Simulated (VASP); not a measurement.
# GaN (Fm-3m) in VASP: further runs

GaN is run at these levels: PBEsol; tasks: single point.

All numbers are computed with VASP 6.6.1; they aren't measurements. Logs are shortened: lines on timing, memory, paths and dates and some standing lists are left out, and cuts for length are marked.

## (1) The cell of the first run

The structure is cubic, space group Fm-3m (No. 225). The conventional cell has a = 4.037 Å, b = 4.037 Å, c = 4.037 Å, α = 90.00°, β = 90.00°, γ = 90.00°. Ga (site symmetry m-3m) has 6 N at 2.02 Å within 2.7 Å. Within 2.7 Å of N (site symmetry m-3m) lie 6 Ga at 2.02 Å.

## (2) Single point, PBEsol (volume scaled by 1.04)

File INCAR:

```
PREC     = Accurate       # precision mode
ENCUT    = 520            # plane-wave cutoff, eV
EDIFF    = 1E-6           # SCF threshold, eV
ISMEAR   = -1             # smearing method
SIGMA    = 0.02           # smearing width, eV
LREAL    = F              # projectors in reciprocal space
LASPH    = T              # aspherical terms in the spheres
NELM     = 80             # most SCF steps
ALGO     = Normal         # electronic algorithm
ISIF     = 2              # what is computed and relaxed
LWAVE    = F              # write WAVECAR
LCHARG   = F              # write CHGCAR
GGA      = PS             # functional
NBANDS   = 16             # bands
```

File KPOINTS:

```
Automatic mesh
0
Gamma
  13 13 13
```

File POSCAR:

```
GaN
1.0
    0.0000000000      2.0187201121      2.0187201121
    2.0187201121      0.0000000000      2.0187201121
    2.0187201121      2.0187201121      0.0000000000
Ga N
1 1
Direct
    0.5000000000      0.5000000000      0.5000000000
    0.0000000000      0.0000000000      0.0000000000
```

Potentials or basis: VASP PAW PBE potentials, release 64 (Ga_d, N).

On the command line:

```
$ cat potpaw_PBE.64/Ga_d/POTCAR potpaw_PBE.64/N/POTCAR > POTCAR
$ mpirun -np 1 vasp_std > vasp.out
```

OUTCAR:

```text
PREC = Accurate
   ENCUT = 520
   EDIFF = 1E-6
   ISMEAR = -1
   LREAL = F
   LASPH = T
   NELM = 80
   ISIF = 2
   GGA = PS

 ion  position               nearest neighbor table
   1  0.500  0.500  0.500-   2 2.02   2 2.02   2 2.02   2 2.02   2 2.02   2 2.02
   2  0.000  0.000  0.000-   1 2.02   1 2.02   1 2.02   1 2.02   1 2.02   1 2.02

  LATTYP: Found a face centered cubic cell.
 ALAT       =     4.0374402242

  Lattice vectors:

 A1 = (   0.0000000000,   2.0187201121,   2.0187201121)
 A2 = (   2.0187201121,   0.0000000000,   2.0187201121)
 A3 = (   2.0187201121,   2.0187201121,   0.0000000000)

Analysis of symmetry for initial positions (statically):
=====================================================================
 Subroutine PRICEL returns:
 Original cell was already a primitive cell.

 Routine SETGRP: Setting up the symmetry group for a
 face centered cubic supercell.

 Subroutine GETGRP returns: Found 48 space group operations
 (whereof 48 operations were pure point group operations)
 out of a pool of 48 trial point group operations.

The static configuration has the point symmetry O_h .

Analysis of symmetry for dynamics (positions and initial velocities):
=====================================================================
 Subroutine PRICEL returns:
 Original cell was already a primitive cell.

 Routine SETGRP: Setting up the symmetry group for a
 face centered cubic supercell.

 Subroutine GETGRP returns: Found 48 space group operations
 (whereof 48 operations were pure point group operations)
 out of a pool of 48 trial point group operations.

The dynamic configuration has the point symmetry O_h .

 Subroutine INISYM returns: Found 48 space group operations
 (whereof 48 operations are pure point group operations),
 and found     1 'primitive' translations

----------------------------------------------------------------------------------------

                                     Primitive cell

  volume of cell :      16.4535

  direct lattice vectors                    reciprocal lattice vectors
     0.000000000  2.018720112  2.018720112    -0.247681686  0.247681686  0.247681686
     2.018720112  0.000000000  2.018720112     0.247681686 -0.247681686  0.247681686
     2.018720112  2.018720112  0.000000000     0.247681686  0.247681686 -0.247681686

  length of vectors
     2.854901361  2.854901361  2.854901361     0.428997263  0.428997263  0.428997263

  position of ions in fractional coordinates (direct lattice)
     0.500000000  0.500000000  0.500000000
     0.000000000  0.000000000  0.000000000

  ion indices of the primitive-cell ions
   primitive index   ion index
                 1           1
                 2           2

----------------------------------------------------------------------------------------

 KPOINTS: Automatic mesh

Automatic generation of k-mesh.
 Grid dimensions read from file:
 generate k-points for:   13   13   13

 Generating k-lattice:

  Cartesian coordinates                     Fractional coordinates (reciprocal lattice)
    -0.019052437  0.019052437  0.019052437     0.076923077  0.000000000  0.000000000
     0.019052437 -0.019052437  0.019052437     0.000000000  0.076923077  0.000000000
     0.019052437  0.019052437 -0.019052437     0.000000000  0.000000000  0.076923077

  Length of vectors
     0.032999789  0.032999789  0.032999789

  Shift w.r.t. Gamma in fractional coordinates (k-lattice)
     0.000000000  0.000000000  0.000000000

 Subroutine IBZKPT returns following result:
 ===========================================

 Found     84 irreducible k-points:

 Following reciprocal coordinates:
            Coordinates               Weight
  0.000000  0.000000  0.000000      1.000000
  0.076923  0.000000  0.000000      8.000000
  0.153846  0.000000  0.000000      8.000000
  0.230769  0.000000  0.000000      8.000000
  0.307692  0.000000  0.000000      8.000000
  0.384615  0.000000  0.000000      8.000000
[... 16 lines left out ...]
  0.384615  0.153846  0.000000     24.000000
  0.461538  0.153846  0.000000     24.000000
 [... further k-points ...]
   k-points           NKPTS =     84   k-points in BZ     NKDIM =     84   number of bands    NBANDS=     16
   number of dos      NEDOS =    301   number of ions     NIONS =      2
   total plane-waves  NPLWV =  13824
   dimension x,y,z NGX =    24 NGY =   24 NGZ =   24
   dimension x,y,z NGXF=    48 NGYF=   48 NGZF=   48
   ions per type =               1   1
   NGX,Y,Z   is equivalent  to a cutoff of  13.98, 13.98, 13.98 a.u.
   NGXF,Y,Z  is equivalent  to a cutoff of  27.95, 27.95, 27.95 a.u.
 SYSTEM =  unknown system
   PREC   = accura    normal or accurate (medium, high low for compatibility)
   ISTART =      0    job   : 0-new  1-cont  2-samecut
   ICHARG =      2    charge: 1-file 2-atom 10-const
   ISPIN  =      1    spin polarized calculation?
   LNONCOLLINEAR =      F non collinear calculations
   LSORBIT =      F    spin-orbit coupling
   LASPH  =      T    aspherical Exc in radial PAW
   ENCUT  =  520.0 eV  38.22 Ry    6.18 a.u.   5.31  5.31  5.31*2*pi/ulx,y,z
   NELM   =     80;   NELMIN=  2; NELMDL= -5     # of ELM steps
   EDIFF  = 0.1E-05   stopping-criterion for ELM
   LREAL  =      F    real-space projection
   EDIFFG = 0.1E-04   stopping-criterion for IOM
   NSW    =      0    number of steps for IOM
   IBRION =     -1    ionic relax: 0-MD 1-quasi-New 2-CG
   NFREE  =      0    steps in history (QN), initial steepest desc. (CG)
   ISIF   =      2    stress and relaxation
   ISYM   =      2    0-nonsym 1-usesym 2-fastsym
   POTIM  = 0.5000    time-step for ionic-motion
   TEBEG  =    0.0;   TEEND  =   0.0 temperature during run
   PSTRESS=    0.0 pullay stress
   NELECT =      18.0000    total number of electrons
   NUPDOWN=      -1.0000    fix difference up-down
   EMIN   =  10.00;   EMAX   =-10.00  energy-range for DOS
   EFERMI =   0.00;   METHOD = LEGACY
   ISMEAR =    -1;   SIGMA  =   0.02  broadening in eV -4-tet -1-fermi 0-gaus
   EFERMI_NEDOS =   21; number of points for ismear=-14 and -15
   IALGO  =     38    algorithm
   IMIX   =      4    mixing-type and parameters
     AMIX     =   0.40;   BMIX     =  1.00
     AMIX_MAG =   1.60;   BMIX_MAG =  1.00
  volume/ion in A,a.u.               =       8.23        55.52
  Fermi-wavevector in a.u.,A,eV,Ry     =   1.686862  3.187707 38.715425  2.845503
  Thomas-Fermi vector in A             =   2.769451
   LORBIT       =      0    0 simple, 1 ext, 2 COOP (PROOUT), +10 PAW based schemes
   GGA     = PS    functional components
   LHFCALC =     F    Hartree Fock is set to
   AEXX    =    0.0000 exact exchange contribution
   IVDW    =     0    specifies the selected vdW correction
   LEPSILON=     F    determine dielectric tensor
   LRPA    =     F    only Hartree local field effects (RPA)
 non-spin polarized calculation
  energy-cutoff  :      520.00
  volume of cell :       16.45
 maximum number of plane-waves:       459
 NGX is ok and might be reduce to    24
   NGX = 11   NGY = 11   NGZ = 11

 number of electron      18.0000004 magnetization

 Free energy of the ion-electron system (eV)
  ---------------------------------------------------
  ext. energy  EPLUGINS =         0.00000000
  ---------------------------------------------------
  free energy    TOTEN  =       -11.98221116 eV

  energy without entropy =      -11.98221116  energy(sigma->0) =      -11.98221116

 E-fermi :  10.0937     XC(G=0): -14.0892

 val. band max:        9.6094555763   @ k =  -0.2308   0.1538   0.0000
 cond. band min:      11.1471746552   @ k =   0.4615   0.4615   0.0000
 fundamental gap:      1.5377190789
 Fermi energy:        10.0937284182

 k-point     1 :       0.0000    0.0000    0.0000
  band No.  band energies     occupation
      1      -9.1965      2.00000
      2      -4.3232      2.00000
      3      -4.3232      2.00000
      4      -4.3232      2.00000
      5      -4.1843      2.00000
      6      -4.1843      2.00000
[... 8 lines left out ...]
     15      27.4053      0.00000
     16      27.4053      0.00000

 k-point     2 :       0.0769    0.0000    0.0000
  band No.  band energies     occupation
      1      -9.0630      2.00000
      2      -4.3325      2.00000
      3      -4.3138      2.00000
      4      -4.3138      2.00000
      5      -4.1986      2.00000
      6      -4.1986      2.00000
[... 8 lines left out ...]
     15      27.0014      0.00000
     16      27.0014      0.00000

 k-point     3 :       0.1538    0.0000    0.0000
  band No.  band energies     occupation
      1      -8.6695      2.00000
      2      -4.3592      2.00000
      3      -4.3199      2.00000
      4      -4.3199      2.00000
      5      -4.2056      2.00000
      6      -4.2056      2.00000
[... 8 lines left out ...]
     15      27.2012      0.00000
     16      27.2012      0.00000

 k-point     4 :       0.2308    0.0000    0.0000
  band No.  band energies     occupation
      1      -8.0376      2.00000
      2      -4.4012      2.00000
      3      -4.3867      2.00000
      4      -4.3867      2.00000
      5      -4.1554      2.00000
      6      -4.1554      2.00000
[... 8 lines left out ...]
     15      28.2788      0.00000
     16      28.2788      0.00000

 k-point     5 :       0.3077    0.0000    0.0000
  band No.  band energies     occupation
      1      -7.2156      2.00000
      2      -4.4713      2.00000
      3      -4.4713      2.00000
      4      -4.4605      2.00000
      5      -4.0864      2.00000
      6      -4.0864      2.00000
[... 8 lines left out ...]
     15      29.8886      0.00000
     16      29.8886      0.00000

 k-point     6 :       0.3846    0.0000    0.0000
  band No.  band energies     occupation
      1      -6.3057      2.00000
      2      -4.5548      2.00000
      3      -4.5426      2.00000
      4      -4.5426      2.00000
      5      -4.0262      2.00000
      6      -4.0262      2.00000
[... 8 lines left out ...]
     15      31.8906      0.00000
     16      31.8906      0.00000
[... 267 lines left out ...]
 k-point    21 :       0.2308    0.1538    0.0000
  band No.  band energies     occupation
      1      -8.0922      2.00000
      2      -4.4160      2.00000
      3      -4.3939      2.00000
      4      -4.2482      2.00000
      5      -4.1966      2.00000
      6      -4.1173      2.00000
[... 8 lines left out ...]
     15      31.2609      0.00000
     16      31.7619      0.00000

 k-point    22 :       0.3077    0.1538    0.0000
  band No.  band energies     occupation
      1      -7.4851      2.00000
      2      -4.4720      2.00000
      3      -4.4103      2.00000
      4      -4.2981      2.00000
      5      -4.0901      2.00000
      6      -4.0567      2.00000
[... 8 lines left out ...]
     15      31.2613      0.00000
     16      32.5022      0.00000

 k-point    23 :       0.3846    0.1538    0.0000
  band No.  band energies     occupation
      1      -6.7991      2.00000
      2      -4.5380      2.00000
      3      -4.3805      2.00000
      4      -4.3717      2.00000
      5      -4.0025      2.00000
      6      -3.9138      2.00000
[... 8 lines left out ...]
     15      31.5209      0.00000
     16      33.8669      0.00000

 k-point    24 :       0.4615    0.1538    0.0000
  band No.  band energies     occupation
      1      -6.2098      2.00000
      2      -4.5995      2.00000
      3      -4.4440      2.00000
      4      -4.3253      2.00000
      5      -3.9753      2.00000
      6      -3.6415      2.00000
[... 8 lines left out ...]
     15      31.8886      0.00000
     16      35.1504      0.00000

 [... further k-points ...]

------------------------ aborting loop because EDIFF is reached ----------------------------------------

  FORCE on cell =-STRESS in cart. coord.  units (eV):
  Direction    XX          YY          ZZ          XY          YZ          ZX
  --------------------------------------------------------------------------------------
  -------------------------------------------------------------------------------------
  Total        4.3258392      4.3258392      4.3258392     -0.0000000     -0.0000000      0.0000000
  in kB      421.2332345    421.2332345    421.2332345     -0.0000000     -0.0000000      0.0000000
  external PRESSURE =     421.2332345 kB  Pullay stress =       0.0000000 kB

 VOLUME and BASIS-vectors are now :
 -----------------------------------------------------------------------------
  energy-cutoff  :      520.00
  volume of cell :       16.45
      direct lattice vectors                 reciprocal lattice vectors
     0.000000000  2.018720112  2.018720112    -0.247681686  0.247681686  0.247681686
     2.018720112  0.000000000  2.018720112     0.247681686 -0.247681686  0.247681686
     2.018720112  2.018720112  0.000000000     0.247681686  0.247681686 -0.247681686

 POSITION                                       TOTAL-FORCE (eV/Angst)
 -----------------------------------------------------------------------------------
      2.01872      2.01872      2.01872         0.000000      0.000000      0.000000
      0.00000      0.00000      0.00000        -0.000000     -0.000000     -0.000000
 -----------------------------------------------------------------------------------
    total drift:                                0.000000     -0.000000      0.000000

  FREE ENERGIE OF THE ION-ELECTRON SYSTEM (eV)
  ---------------------------------------------------
  free  energy   TOTEN  =       -11.9822111587 eV

  energy  without entropy=      -11.9822111587  energy(sigma->0) =      -11.98221116
```

Run time: 37 s. Hardware: 1 thread of Intel Xeon 6975P-C, shared host; peak memory 0.16 GiB.

Results:

```
Free energy            : -11.9822 eV
Pressure               : 42.1 GPa
Band gap on the k mesh : 1.54 eV, indirect (least direct gap 4.63 eV)
```

Levels at points of the mesh, in eV from the valence-band top:
```
           k point  band 5  band 6  band 7  band 8  band 9  band 10  band 11  band 12  band 13  band 14
(0.00, 0.00, 0.00)  -13.79  -13.79   -0.70   -0.70   -0.70     3.93    15.45    15.45    15.45    16.34
```

Caveat: the PAW data sets were made with another functional, which shifts forces and pressure a little. A k mesh can miss the band edges.

(Part 1 of 2 ends here.)
